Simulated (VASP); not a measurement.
# Ir (Immm) in VASP: further runs

Runs on Ir. Level: LDA. Tasks: single point.

All numbers are computed with VASP 6.6.1; they aren't measurements. Logs are shortened: lines on timing, memory, paths and dates and some standing lists are left out, and cuts for length are marked.

## (1) The cell of the first run

The structure is orthorhombic, space group Immm (No. 71). Conventional cell: a = 2.398 Å, b = 2.991 Å, c = 3.811 Å, α = 90.00°, β = 90.00°, γ = 90.00°. Within 3.2 Å of Ir (site symmetry mmm) lie 12 Ir at 2.40 to 2.99 Å.

## (2) Single point, LDA (engineering shear strain xz -0.2200, engineering shear strain yz +0.0000)

INCAR reads:

```
SYSTEM = Ir
PREC = Accurate
ENCUT = 520
EDIFF = 1E-7
ISMEAR = 0
SIGMA = 0.15
LREAL = .False.
LASPH = .True.
NELM = 80
ALGO = Fast
ISIF = 2
LWAVE = .False.
LCHARG = .False.
GGA = CA
NBANDS = 10
```

KPOINTS reads:

```
Automatic mesh
0
Gamma
  20 20 20
  0 0 0
```

POSCAR reads:

```
Ir
1.0
   -0.2095945338      1.9054048527      1.9054048527
    1.6958103189      0.0000000000      1.6958103189
    1.9054048527      1.9054048527     -0.2095945338
Ir
1
Direct
    0.0000000000      0.0000000000      0.0000000000
```

Potentials or basis: VASP PAW LDA potentials, release 64 (Ir).

Command:

```bash
$ cat potpaw_LDA.64/Ir/POTCAR > POTCAR
$ mpirun -np 1 vasp_std > vasp.out
```

OUTCAR:

```text
SYSTEM = Ir
   PREC = Accurate
   ENCUT = 520
   EDIFF = 1E-7
   ISMEAR = 0
   LREAL = .False.
   LASPH = .True.
   NELM = 80
   ISIF = 2
   GGA = CA

 ion  position               nearest neighbor table
   1  0.000  0.000  0.000-

  LATTYP: Found a body centered orthorhombic cell.
 ALAT       =     2.3982379522
 B/A-ratio  =     1.2471910112
 C/A-ratio  =     1.5890040027

  Lattice vectors:

 A1 = (   1.9054048527,  -1.9054048527,  -0.2095945338)
 A2 = (  -1.9054048527,  -1.9054048527,   0.2095945338)
 A3 = (   0.2095945338,   1.9054048527,  -1.9054048527)

Analysis of symmetry for initial positions (statically):
=====================================================================
 Subroutine PRICEL returns:
 Original cell was already a primitive cell.

 Routine SETGRP: Setting up the symmetry group for a
 body centered orthorhombic supercell.

 Subroutine GETGRP returns: Found  8 space group operations
 (whereof  8 operations were pure point group operations)
 out of a pool of  8 trial point group operations.

The static configuration has the point symmetry D_2h.

Analysis of symmetry for dynamics (positions and initial velocities):
=====================================================================
 Subroutine PRICEL returns:
 Original cell was already a primitive cell.

 Routine SETGRP: Setting up the symmetry group for a
 body centered orthorhombic supercell.

 Subroutine GETGRP returns: Found  8 space group operations
 (whereof  8 operations were pure point group operations)
 out of a pool of  8 trial point group operations.

The dynamic configuration has the point symmetry D_2h.

 Subroutine INISYM returns: Found  8 space group operations
 (whereof  8 operations are pure point group operations),
 and found     1 'primitive' translations

----------------------------------------------------------------------------------------

                                     Primitive cell

  volume of cell :      13.6680

  direct lattice vectors                    reciprocal lattice vectors
    -0.209594534  1.905404853  1.905404853    -0.236406688  0.262411424  0.236406688
     1.695810319  0.000000000  1.695810319     0.294844296 -0.262411424  0.294844296
     1.905404853  1.905404853 -0.209594534     0.236406688  0.262411424 -0.236406688

  length of vectors
     2.702788407  2.398237952  2.702788407     0.425012940  0.492672379  0.425012940

  position of ions in fractional coordinates (direct lattice)
     0.000000000  0.000000000  0.000000000

  ion indices of the primitive-cell ions
   primitive index   ion index
                 1           1
[... 74 lines left out ...]
   EDIFFG = 0.1E-05   stopping-criterion for IOM
   NSW    =      0    number of steps for IOM
   IBRION =     -1    ionic relax: 0-MD 1-quasi-New 2-CG
   NFREE  =      0    steps in history (QN), initial steepest desc. (CG)
   ISIF   =      2    stress and relaxation
   ISYM   =      2    0-nonsym 1-usesym 2-fastsym
   POTIM  = 0.5000    time-step for ionic-motion
   TEBEG  =    0.0;   TEEND  =   0.0 temperature during run
   PSTRESS=    0.0 pullay stress
   NELECT =       9.0000    total number of electrons
   NUPDOWN=      -1.0000    fix difference up-down
   EMIN   =  10.00;   EMAX   =-10.00  energy-range for DOS
   EFERMI =   0.00;   METHOD = LEGACY
   ISMEAR =     0;   SIGMA  =   0.15  broadening in eV -4-tet -1-fermi 0-gaus
   EFERMI_NEDOS =   21; number of points for ismear=-14 and -15
   IALGO  =     68    algorithm
   IMIX   =      4    mixing-type and parameters
     AMIX     =   0.40;   BMIX     =  1.00
     AMIX_MAG =   1.60;   BMIX_MAG =  1.00
  volume/ion in A,a.u.               =      13.67        92.24
  Fermi-wavevector in a.u.,A,eV,Ry     =   1.424254  2.691450 27.599405  2.028499
  Thomas-Fermi vector in A             =   2.544765
   LORBIT       =      0    0 simple, 1 ext, 2 COOP (PROOUT), +10 PAW based schemes
   GGA     = CA    functional components
   LHFCALC =     F    Hartree Fock is set to
   AEXX    =    0.0000 exact exchange contribution
   IVDW    =     0    specifies the selected vdW correction
   LEPSILON=     F    determine dielectric tensor
   LRPA    =     F    only Hartree local field effects (RPA)
 non-spin polarized calculation
 RMM-DIIS sequential band-by-band and
 Gauss-broadening in eV      SIGMA  =   0.15
  energy-cutoff  :      520.00
  volume of cell :       13.67
 maximum number of plane-waves:       390
   NGX = 11   NGY =  9   NGZ = 11

 number of electron       8.9999999 magnetization

 Free energy of the ion-electron system (eV)
  ---------------------------------------------------
  ext. energy  EPLUGINS =         0.00000000
  ---------------------------------------------------
  free energy    TOTEN  =        -9.69297954 eV

  energy without entropy =       -9.67954938  energy(sigma->0) =       -9.68626446

 E-fermi :  10.7648     XC(G=0): -14.2972

 val. band max:       10.7614393534   @ k =   0.3000   0.5000   0.1000
 cond. band min:      10.7666265312   @ k =  -0.4500   0.0000   0.0500
 fundamental gap:      0.0051871778
 Fermi energy:        10.7648356179

 k-point     1 :       0.0000    0.0000    0.0000
  band No.  band energies     occupation
      1      -0.5304      2.00000
      2       5.2765      2.00000
      3       5.3804      2.00000
      4       8.8949      2.00000
      5      10.2833      1.99999
      6      10.3119      1.99998
      7      24.7564      0.00000
      8      27.8905      0.00000
      9      31.6540      0.00000
     10      35.3333      0.00000
[... 287 lines left out ...]
 k-point    24 :      -0.4000    0.0500    0.0000
  band No.  band energies     occupation
      1       2.1490      2.00000
      2       5.4198      2.00000
      3       7.9942      2.00000
      4       8.6929      2.00000
      5      10.4094      1.99919
      6      12.6306      0.00000
      7      18.2354      0.00000
      8      26.3078      0.00000
      9      31.0906      0.00000
     10      35.0200      0.00000

 [... further k-points ...]
[... 5 lines left out ...]
  --------------------------------------------------------------------------------------
  -------------------------------------------------------------------------------------
  Total        3.7299896      0.1022604      3.7299896      0.0000000      0.0000000      5.3759553
  in kB      437.2334928     11.9870819    437.2334928      0.0000000      0.0000000    630.1754002
  external PRESSURE =     295.4846892 kB  Pullay stress =       0.0000000 kB

 VOLUME and BASIS-vectors are now :
 -----------------------------------------------------------------------------
  energy-cutoff  :      520.00
  volume of cell :       13.67
      direct lattice vectors                 reciprocal lattice vectors
    -0.209594534  1.905404853  1.905404853    -0.236406688  0.262411424  0.236406688
     1.695810319  0.000000000  1.695810319     0.294844296 -0.262411424  0.294844296
     1.905404853  1.905404853 -0.209594534     0.236406688  0.262411424 -0.236406688

 POSITION                                       TOTAL-FORCE (eV/Angst)
 -----------------------------------------------------------------------------------
      0.00000      0.00000      0.00000         0.000000      0.000000      0.000000
 -----------------------------------------------------------------------------------
    total drift:                                0.000000     -0.000000     -0.000000

  FREE ENERGIE OF THE ION-ELECTRON SYSTEM (eV)
  ---------------------------------------------------
  free  energy   TOTEN  =        -9.6929795437 eV

  energy  without entropy=       -9.6795493778  energy(sigma->0) =       -9.68626446
```

OSZICAR:

```text
N       E                     dE             d eps       ncg     rms          rms(c)
DAV:   1     0.481234877907E+02    0.48123E+02   -0.43972E+03 23554   0.828E+02
DAV:   2    -0.930056053223E+01   -0.57424E+02   -0.54814E+02 23806   0.200E+02
DAV:   3    -0.102193388783E+02   -0.91878E+00   -0.91488E+00 27394   0.309E+01
DAV:   4    -0.102282241879E+02   -0.88853E-02   -0.88832E-02 26972   0.279E+00
DAV:   5    -0.102284048158E+02   -0.18063E-03   -0.18062E-03 27266   0.375E-01    0.188E+01
RMM:   6    -0.978775251035E+01    0.44065E+00   -0.30445E-01 24444   0.692E+00    0.808E+00
RMM:   7    -0.969831912811E+01    0.89433E-01   -0.14805E-01 24926   0.344E+00    0.181E+00
RMM:   8    -0.969262328576E+01    0.56958E-02   -0.21341E-02 27146   0.225E+00    0.297E-01
RMM:   9    -0.969309273584E+01   -0.46945E-03   -0.43340E-03 30265   0.540E-01    0.191E-01
RMM:  10    -0.969299533139E+01    0.97404E-04   -0.12266E-03 25809   0.516E-01    0.198E-01
RMM:  11    -0.969297874374E+01    0.16588E-04   -0.30074E-04 33201   0.146E-01    0.242E-02
RMM:  12    -0.969298235988E+01   -0.36161E-05   -0.24222E-05 29164   0.395E-02    0.299E-02
RMM:  13    -0.969297979419E+01    0.25657E-05   -0.40631E-06 27998   0.213E-02    0.130E-02
RMM:  14    -0.969297955621E+01    0.23797E-06   -0.97577E-07 28301   0.882E-03    0.264E-03
RMM:  15    -0.969297954365E+01    0.12563E-07   -0.25619E-07 20293   0.412E-03
   1 F= -.96929795E+01 E0= -.96862645E+01  d E =-.134302E-01
```

stdout:

```text
POSCAR found type information on POSCAR Ir
 POSCAR found :  1 types and       1 ions
 scaLAPACK will be used
 LDA part: xc-table for (Slater(with rela. corr.)+CA(PZ))
 , standard interpolation
 POSCAR, INCAR and KPOINTS ok, starting setup
 FFT: planning ... GRIDC
 FFT: planning ... GRID_SOFT
 FFT: planning ... GRID
 WAVECAR not read
 entering main loop
```

Wall time 62 s (1 thread of Intel Xeon 6975P-C (Granite Rapids), shared host); peak memory 0.27 GiB.

Results:

```
Free energy            : -9.6930 eV
Pressure               : 29.5 GPa
Band gap on the k mesh : zero (an odd number of electrons rules out a gap without spin polarisation)
```

Levels at points of the mesh, in eV from the Fermi level:
| k point | band 1 | band 2 | band 3 | band 4 | band 5 | band 6 | band 7 | band 8 | band 9 |
| --- | --- | --- | --- | --- | --- | --- | --- | --- | --- |
| (0.00, 0.00, 0.00) | -11.30 | -5.49 | -5.38 | -1.87 | -0.48 | -0.45 | 13.99 | 17.13 | 20.89 |
| (0.50, 0.00, 0.00) | -8.74 | -5.46 | -1.99 | -1.58 | -0.38 | 1.83 | 6.44 | 14.94 | 19.74 |
| (0.00, 0.50, 0.00) | -8.20 | -5.71 | -2.81 | 0.52 | 0.75 | 1.92 | 10.35 | 13.38 | 17.10 |
| (0.50, 0.50, 0.00) | -8.20 | -7.65 | 0.23 | 1.28 | 2.33 | 2.39 | 12.06 | 12.23 | 12.52 |
| (0.50, 0.00, 0.50) | -8.55 | -7.68 | 1.51 | 1.85 | 1.89 | 1.93 | 8.23 | 11.02 | 16.87 |

Caveat: the cell differs from its parent crystal (engineering shear strain xz -0.2200, engineering shear strain yz +0.0000); the cell stands under pressure; spin-orbit coupling is left out, which moves the levels of the heavy elements.

## (3) Single point, LDA (engineering shear strain xz -0.1650, engineering shear strain yz +0.0000)

INCAR reads:

```
SYSTEM = Ir
PREC     = Accurate       ! precision mode
ENCUT    = 520            ! plane-wave cutoff, eV
EDIFF    = 1E-6           ! SCF threshold, eV
ISMEAR   = 0              ! smearing method
SIGMA    = 0.15           ! smearing width, eV
LREAL    = .FALSE.        ! projectors in reciprocal space
LASPH    = .TRUE.         ! aspherical terms in the spheres
NELM     = 60             ! most SCF steps
ALGO     = Fast           ! electronic algorithm
ISIF     = 2              ! what is computed and relaxed
LWAVE    = .FALSE.        ! write WAVECAR
LCHARG   = .FALSE.        ! write CHGCAR
GGA      = CA             ! functional
NBANDS   = 10             ! bands
```

KPOINTS reads:

```
regular mesh
0
G
  20 20 20
  0 0 0
```

POSCAR reads:

```
Ir
1.0
   -0.1571959003      1.9054048527      1.9054048527
    1.7482089524      0.0000000000      1.7482089524
    1.9054048527      1.9054048527     -0.1571959003
Ir
1
Direct
    0.0000000000      0.0000000000      0.0000000000
```

Potentials or basis: VASP PAW LDA potentials, release 64 (Ir).

Command:

```bash
$ cat potpaw_LDA.64/Ir/POTCAR > POTCAR
$ mpirun -np 1 vasp_std > vasp.out
```

It took 67 s on 1 thread of Intel Xeon 6975P-C (Granite Rapids), shared host; peak memory 0.27 GiB.

It converged, with:

```
Free energy            : -9.9732 eV
Pressure               : 17.5 GPa
Band gap on the k mesh : zero (an odd number of electrons rules out a gap without spin polarisation)
```

Stress tensor (GPa, compression positive):
```
25.45  0.00 48.28
 0.00  1.74  0.00
48.28  0.00 25.45
```

Levels at points of the mesh, in eV from the Fermi level:
```
           k point  band 1  band 2  band 3  band 4  band 5  band 6  band 7  band 8
(0.00, 0.00, 0.00)  -11.31   -5.17   -4.84   -2.48   -0.80   -0.72   14.12   17.73
(0.50, 0.00, 0.00)   -8.60   -5.11   -2.60   -1.43   -0.05    1.56    6.63   14.67
(0.00, 0.50, 0.00)   -8.20   -5.33   -3.16    0.31    0.60    1.76    9.42   13.40
(0.50, 0.50, 0.00)   -8.17   -7.61    0.41    1.40    2.08    2.18   11.63   11.96
(0.50, 0.00, 0.50)   -8.35   -7.66    1.27    1.75    1.77    1.81    9.02   10.96
```

Caveat: the cell differs from its parent crystal (engineering shear strain xz -0.1650, engineering shear strain yz +0.0000); the cell stands under pressure; spin-orbit coupling is left out, which moves the levels of the heavy elements.

## (4) Single point, LDA (engineering shear strain xz -0.1100, engineering shear strain yz +0.0000)

INCAR reads:

```
SYSTEM = Ir
  PREC = Accurate
  ENCUT = 520
  EDIFF = 1E-7
  ISMEAR = 0
  SIGMA = 0.15
  LREAL = .False.
  LASPH = .True.
  NELM = 100
  ALGO = Fast
  ISIF = 2
  LWAVE = .False.
  LCHARG = .False.
  NBANDS = 10
```

KPOINTS reads:

```
regular mesh
0
Gamma
  20 20 20
  0 0 0
```

POSCAR reads:

```
Ir
1.0
   -0.1047972669      1.9054048527      1.9054048527
    1.8006075858      0.0000000000      1.8006075858
    1.9054048527      1.9054048527     -0.1047972669
Ir
1
Direct
    0.0000000000      0.0000000000      0.0000000000
```

Command:

```bash
$ cat potpaw_LDA.64/Ir/POTCAR > POTCAR
$ mpirun -np 1 vasp_std > vasp.out
```

Run time: 77 s. Hardware: 1 thread of Intel Xeon 6975P-C (Granite Rapids), shared host; peak memory 0.28 GiB.

Results (log left out):

| Property | Result |
| --- | --- |
| Free energy | -10.1724 eV |
| Pressure | 9.5 GPa |
| Band gap on the k mesh | zero (an odd number of electrons rules out a gap without spin polarisation) |

Stress tensor (GPa, compression positive):
```
12.82  0.00 32.84
 0.00  2.84  0.00
32.84  0.00 12.82
```

Levels at points of the mesh, in eV from the Fermi level:
```csv
k point,band 2,band 3,band 4,band 5,band 6,band 7
"(0.00, 0.00, 0.00)",-4.83,-4.41,-3.04,-1.02,-0.96,14.24
"(0.50, 0.00, 0.00)",-4.76,-3.15,-1.23,0.29,1.33,6.86
"(0.00, 0.50, 0.00)",-4.95,-3.49,-0.08,0.70,1.55,8.65
"(0.50, 0.50, 0.00)",-7.59,0.61,1.49,1.91,1.94,11.20
"(0.50, 0.00, 0.50)",-7.63,1.09,1.63,1.67,1.79,9.89
```

Caveat: the cell differs from its parent crystal (engineering shear strain xz -0.1100, engineering shear strain yz +0.0000); the cell stands under pressure; spin-orbit coupling is left out, which moves the levels of the heavy elements.

## (5) Overview

| cell | further INCAR settings | gap on the mesh (eV) | pressure (GPa) |
| --- | --- | --- | --- |
| a = 2.703, b = 2.398 Å, angles 63.7, 67.2, 63.7°, 1 atom | ALGO = Fast; EDIFF = 1e-07; NBANDS = 10 | none | 29.5 |
| a = 2.699, b = 2.472 Å, angles 62.7, 65.4, 62.7°, 1 atom | ALGO = Fast; EDIFF = 1e-06; NBANDS = 10 | none | 17.5 |
| a = 2.697, b = 2.546 Å, angles 61.8, 63.6, 61.8°, 1 atom | ALGO = Fast; EDIFF = 1e-07; NBANDS = 10 | none | 9.5 |

Alike in all rows: task single point; level LDA; potentials or basis VASP PAW LDA potentials, release 64 (Ir); no spin polarisation; k mesh 20 × 20 × 20; cutoff (eV) 520; smearing gaussian 0.15 eV.

Caveats: the cell stands under pressure; spin-orbit coupling is left out, which moves the levels of the heavy elements.

Absolute energies hang on the potentials; compare differences alone.
